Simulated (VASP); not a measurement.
## SmPb2: single point with PBE

SmPb2:

```
Sm Pb
1.0
     0.00000    0.00000    3.51902
     5.51117    0.00000    0.00000
     0.00000    9.54563    0.00000
Sm Pb
2 4
Direct
  0.00000 0.50000 0.50000
  0.00000 0.00000 0.00000
  0.50000 0.50000 0.16667
  0.50000 0.00000 0.66667
  0.50000 0.00000 0.33333
  0.50000 0.50000 0.83333
```

```
Program                : VASP 6.6.1
Task                   : single point
Functional             : PBE
Potentials or basis    : VASP PAW PBE potentials, release 64 (Sm_3, Pb_d), 4f in core
Cutoff                 : 500 eV
k mesh                 : 6 × 4 × 2
Occupations            : gaussian, width 0.2 eV
Spin                   : no spin polarisation
Dipole correction      : no
Mended                 : yes
Further INCAR settings : ALGO = Normal; EDIFF = 1e-06; NBANDS = 48
```

```yaml
Pressure: 0.3 GPa
Largest_force: 0.017 eV/Å
Band_gap_on_the_k_mesh: zero (bands 39 and 40 overlap by 1.80 eV)
```

Forces in eV/Å, atoms in the order of the input:
```
Sm   0.000  0.000  0.000
Sm   0.000  0.000  0.000
Pb   0.000  0.017  0.000
Pb   0.000  0.017  0.000
Pb   0.000 -0.017  0.000
Pb   0.000 -0.017  0.000
```

Stress tensor (GPa, compression positive):
```
 0.66  0.00  0.00
 0.00  0.34  0.00
 0.00  0.00 -0.07
```

Levels at points of the mesh, in eV from the Fermi level:
```csv
k point,band 37,band 38,band 39,band 40,band 41,band 42,band 43,band 44
"(0.00, 0.00, 0.00)",-0.92,0.01,0.41,0.76,0.76,2.04,2.35,2.76
"(0.50, 0.00, 0.00)",-0.94,-0.94,-0.58,-0.58,-0.13,0.02,1.02,1.02
"(0.00, 0.50, 0.00)",-0.58,-0.58,0.19,0.19,1.80,1.80,2.21,2.21
"(0.50, 0.50, 0.00)",-2.15,-2.15,-0.81,-0.81,1.24,1.24,1.36,1.36
"(0.00, 0.00, 0.50)",-0.87,-0.87,0.46,0.46,0.58,0.58,2.25,2.25
"(0.50, 0.00, 0.50)",-1.34,-1.34,-1.21,-1.21,1.34,1.34,1.36,1.36
"(0.00, 0.50, 0.50)",0.01,0.01,0.41,0.41,2.04,2.04,2.35,2.35
"(0.50, 0.50, 0.50)",-2.48,-2.48,-0.13,-0.13,1.25,1.25,1.49,1.49
```

It took 72 s on 1 thread of Intel(R) Xeon(R) 6975P-C (Granite Rapids), on a shared host, peak memory 0.34 GiB.

Caveat: spin-orbit coupling is left out, which moves the levels of the heavy elements; the 4f electrons are frozen in the core, so they carry no moment and show no levels. Spin polarisation is off, so any magnetic state and its effect on volume and gap are missing.
